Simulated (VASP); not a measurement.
# AlN (P6_3mc) in VASP: notebook, part 2 of 2

VASP 6.6.1.

## 3. Single point, PBEsol

This run uses another cell than the first one, of 11.91 Å³/atom, 1.080 times its volume.

File INCAR:

```
ALGO = Normal
EDIFF = 1E-7
ENCUT = 520
GGA = PS
ISIF = 2
ISMEAR = 0
LASPH = True
LCHARG = False
LREAL = False
LWAVE = False
NBANDS = 16
NELM = 60
PREC = Accurate
SIGMA = 0.01
```

File KPOINTS:

```
k-points
0
Gamma
  6 6 4
```

File POSCAR:

```
AlN
1.0
    3.2500000000      0.0000000000      0.0000000000
   -1.6250000000      2.8145825623      0.0000000000
    0.0000000000      0.0000000000      5.2100000000
Al N
2 2
Direct
    0.3333333333      0.6666666667      0.0000000000
    0.6666666667      0.3333333333      0.5000000000
    0.3333333333      0.6666666667      0.3800000000
    0.6666666667      0.3333333333      0.8800000000
```

Potentials or basis: VASP PAW PBE potentials, release 64 (Al, N).

Run with:

```console
$ cat potpaw_PBE.64/Al/POTCAR potpaw_PBE.64/N/POTCAR > POTCAR
$ mpirun -np 1 vasp_std > vasp.out
```

OUTCAR:

```text
EDIFF = 1E-7
   ENCUT = 520
   GGA = PS
   ISIF = 2
   ISMEAR = 0
   LASPH = True
   LREAL = False
   NELM = 60
   PREC = Accurate

 ion  position               nearest neighbor table
   1  0.333  0.667  0.000-   4 1.98   4 1.98   4 1.98   3 1.98   2 3.21   2 3.21   2 3.21   2 3.21
                             2 3.21   2 3.21
   2  0.667  0.333  0.500-   3 1.98   3 1.98   3 1.98   4 1.98   1 3.21   1 3.21   1 3.21   1 3.21
                             1 3.21   1 3.21
   3  0.333  0.667  0.380-   2 1.98   2 1.98   2 1.98   1 1.98
   4  0.667  0.333  0.880-   1 1.98   1 1.98   1 1.98   2 1.98

  LATTYP: Found a hexagonal cell.
 ALAT       =     3.2500000000
 C/A-ratio  =     1.6030769231

  Lattice vectors:

 A1 = (   3.2500000000,   0.0000000000,   0.0000000000)
 A2 = (  -1.6250000000,   2.8145825623,   0.0000000000)
 A3 = (   0.0000000000,   0.0000000000,   5.2100000000)

Analysis of symmetry for initial positions (statically):
=====================================================================
 Subroutine PRICEL returns:
 Original cell was already a primitive cell.

 Routine SETGRP: Setting up the symmetry group for a
 hexagonal supercell.

 Subroutine GETGRP returns: Found 12 space group operations
 (whereof  6 operations were pure point group operations)
 out of a pool of 24 trial point group operations.

The static configuration has the point symmetry C_3v.
 The point group associated with its full space group is C_6v.

Analysis of symmetry for dynamics (positions and initial velocities):
=====================================================================
 Subroutine PRICEL returns:
 Original cell was already a primitive cell.

 Routine SETGRP: Setting up the symmetry group for a
 hexagonal supercell.

 Subroutine GETGRP returns: Found 12 space group operations
 (whereof  6 operations were pure point group operations)
 out of a pool of 24 trial point group operations.

The dynamic configuration has the point symmetry C_3v.
 The point group associated with its full space group is C_6v.

 Subroutine INISYM returns: Found 12 space group operations
 (whereof  6 operations are pure point group operations),
 and found     1 'primitive' translations

----------------------------------------------------------------------------------------

                                     Primitive cell

  volume of cell :      47.6579

  direct lattice vectors                    reciprocal lattice vectors
     3.250000000  0.000000000  0.000000000     0.307692308  0.177646237  0.000000000
    -1.625000000  2.814582562  0.000000000     0.000000000  0.355292473  0.000000000
     0.000000000  0.000000000  5.210000000     0.000000000  0.000000000  0.191938580

  length of vectors
     3.250000000  3.250000000  5.210000000     0.355292473  0.355292473  0.191938580

  position of ions in fractional coordinates (direct lattice)
     0.333333333  0.666666667  0.000000000
     0.666666667  0.333333333  0.500000000
     0.333333333  0.666666667  0.380000000
     0.666666667  0.333333333  0.880000000

  ion indices of the primitive-cell ions
[... 28 lines left out ...]
 ===========================================

 Found     21 irreducible k-points:

 Following reciprocal coordinates:
            Coordinates               Weight
  0.000000  0.000000  0.000000      1.000000
  0.166667 -0.000000  0.000000      6.000000
  0.333333  0.000000  0.000000      6.000000
  0.500000  0.000000  0.000000      3.000000
  0.166667  0.166667  0.000000      6.000000
  0.333333  0.166667  0.000000     12.000000
[... 13 lines left out ...]
  0.333333  0.166667  0.500000     12.000000
  0.333333  0.333333  0.500000      2.000000
   k-points           NKPTS =     21   k-points in BZ     NKDIM =     21   number of bands    NBANDS=     16
   number of dos      NEDOS =    301   number of ions     NIONS =      4
   total plane-waves  NPLWV =  23040
   dimension x,y,z NGX =    24 NGY =   24 NGZ =   40
   dimension x,y,z NGXF=    48 NGYF=   48 NGZF=   80
   ions per type =               2   2
   NGX,Y,Z   is equivalent  to a cutoff of  12.28, 12.28, 12.76 a.u.
   NGXF,Y,Z  is equivalent  to a cutoff of  24.55, 24.55, 25.53 a.u.
 SYSTEM =  unknown system
   PREC   = accura    normal or accurate (medium, high low for compatibility)
   ISTART =      0    job   : 0-new  1-cont  2-samecut
   ICHARG =      2    charge: 1-file 2-atom 10-const
   ISPIN  =      1    spin polarized calculation?
   LNONCOLLINEAR =      F non collinear calculations
   LSORBIT =      F    spin-orbit coupling
   LASPH  =      T    aspherical Exc in radial PAW
   ENCUT  =  520.0 eV  38.22 Ry    6.18 a.u.   6.04  6.04  9.69*2*pi/ulx,y,z
   NELM   =     60;   NELMIN=  2; NELMDL= -5     # of ELM steps
   EDIFF  = 0.1E-06   stopping-criterion for ELM
   LREAL  =      F    real-space projection
   EDIFFG = 0.1E-05   stopping-criterion for IOM
   NSW    =      0    number of steps for IOM
   IBRION =     -1    ionic relax: 0-MD 1-quasi-New 2-CG
   NFREE  =      0    steps in history (QN), initial steepest desc. (CG)
   ISIF   =      2    stress and relaxation
   ISYM   =      2    0-nonsym 1-usesym 2-fastsym
   POTIM  = 0.5000    time-step for ionic-motion
   TEBEG  =    0.0;   TEEND  =   0.0 temperature during run
   PSTRESS=    0.0 pullay stress
   NELECT =      16.0000    total number of electrons
   NUPDOWN=      -1.0000    fix difference up-down
   EMIN   =  10.00;   EMAX   =-10.00  energy-range for DOS
   EFERMI =   0.00;   METHOD = LEGACY
   ISMEAR =     0;   SIGMA  =   0.01  broadening in eV -4-tet -1-fermi 0-gaus
   EFERMI_NEDOS =   21; number of points for ismear=-14 and -15
   IALGO  =     38    algorithm
   IMIX   =      4    mixing-type and parameters
     AMIX     =   0.40;   BMIX     =  1.00
     AMIX_MAG =   1.60;   BMIX_MAG =  1.00
  volume/ion in A,a.u.               =      11.91        80.40
  Fermi-wavevector in a.u.,A,eV,Ry     =   1.137810  2.150149 17.614264  1.294612
  Thomas-Fermi vector in A             =   2.274515
   LORBIT       =      0    0 simple, 1 ext, 2 COOP (PROOUT), +10 PAW based schemes
   GGA     = PS    functional components
   LHFCALC =     F    Hartree Fock is set to
   AEXX    =    0.0000 exact exchange contribution
   IVDW    =     0    specifies the selected vdW correction
   LEPSILON=     F    determine dielectric tensor
   LRPA    =     F    only Hartree local field effects (RPA)
 non-spin polarized calculation
 Gauss-broadening in eV      SIGMA  =   0.01
  energy-cutoff  :      520.00
  volume of cell :       47.66
 maximum number of plane-waves:      1302
   NGX = 13   NGY = 13   NGZ = 19

 number of electron      16.0000002 magnetization

 Free energy of the ion-electron system (eV)
  ---------------------------------------------------
  ext. energy  EPLUGINS =         0.00000000
  ---------------------------------------------------
  free energy    TOTEN  =       -30.90198489 eV

  energy without entropy =      -30.90198489  energy(sigma->0) =      -30.90198489

 E-fermi :   4.9071     XC(G=0): -10.5440

 val. band max:        4.8309807947   @ k =   0.0000   0.0000   0.0000
 cond. band min:       7.8847434547   @ k =   0.0000   0.0000   0.0000
 fundamental gap:      3.0537626600
 Fermi energy:         4.9070876271

 k-point     1 :       0.0000    0.0000    0.0000
  band No.  band energies     occupation
      1      -9.5482      2.00000
      2      -7.7555      2.00000
      3      -0.6387      2.00000
      4       4.0685      2.00000
      5       4.0685      2.00000
      6       4.6851      2.00000
[... 376 lines left out ...]
      3       0.3256      2.00000
      4       0.3256      2.00000
      5       1.4109      2.00000
      6       1.4109      2.00000
[... 8 lines left out ...]
     15      17.7721      0.00000
     16      17.7721      0.00000

------------------------ aborting loop because EDIFF is reached ----------------------------------------

  FORCE on cell =-STRESS in cart. coord.  units (eV):
  Direction    XX          YY          ZZ          XY          YZ          ZX
  --------------------------------------------------------------------------------------
  -------------------------------------------------------------------------------------
  Total       -6.1975533     -6.1975533     -5.7726609      0.0000000      0.0000000      0.0000000
  in kB     -208.3510885   -208.3510885   -194.0669373      0.0000000      0.0000000      0.0000000
  external PRESSURE =    -203.5897047 kB  Pullay stress =       0.0000000 kB

 VOLUME and BASIS-vectors are now :
 -----------------------------------------------------------------------------
  energy-cutoff  :      520.00
  volume of cell :       47.66
      direct lattice vectors                 reciprocal lattice vectors
     3.250000000  0.000000000  0.000000000     0.307692308  0.177646237  0.000000000
    -1.625000000  2.814582562  0.000000000     0.000000000  0.355292473  0.000000000
     0.000000000  0.000000000  5.210000000     0.000000000  0.000000000  0.191938580

 POSITION                                       TOTAL-FORCE (eV/Angst)
 -----------------------------------------------------------------------------------
     -0.00000      1.87639      0.00000        -0.000000     -0.000000     -0.037668
      1.62500      0.93819      2.60500         0.000000      0.000000     -0.037668
     -0.00000      1.87639      1.97980         0.000000     -0.000000      0.037668
      1.62500      0.93819      4.58480        -0.000000      0.000000      0.037668
 -----------------------------------------------------------------------------------
    total drift:                               -0.000000      0.000000      0.000551

  FREE ENERGIE OF THE ION-ELECTRON SYSTEM (eV)
  ---------------------------------------------------
  free  energy   TOTEN  =       -30.9019848922 eV

  energy  without entropy=      -30.9019848922  energy(sigma->0) =      -30.90198489
```

Wall time 8.1 s (1 thread of Intel Xeon 6975P-C, shared host); peak memory 0.15 GiB.

What came out:

```yaml
Free_energy: -30.9020 eV
Pressure: -20.4 GPa
Largest_force: 0.038 eV/Å
Band_gap_on_the_k_mesh: 3.05 eV, direct
```

Forces on the atoms (eV/Å):
```
Al   0.000  0.000 -0.038
Al   0.000  0.000 -0.038
N    0.000  0.000  0.038
N    0.000  0.000  0.038
```

Levels at points of the mesh, in eV from the valence-band top:
```
           k point  band 6  band 7  band 8  band 9  band 10  band 11
(0.00, 0.00, 0.00)   -0.15   -0.15    0.00    3.05     5.51     9.49
(0.50, 0.00, 0.00)   -1.89   -1.60   -0.62    5.27     5.39     7.02
(0.00, 0.00, 0.50)   -0.46   -0.46   -0.46    5.32     5.32     9.21
(0.50, 0.00, 0.50)   -1.32   -1.25   -1.25    4.76     4.76     8.37
```

Caveat: the PAW data sets were made with another functional, which shifts forces and pressure a little.
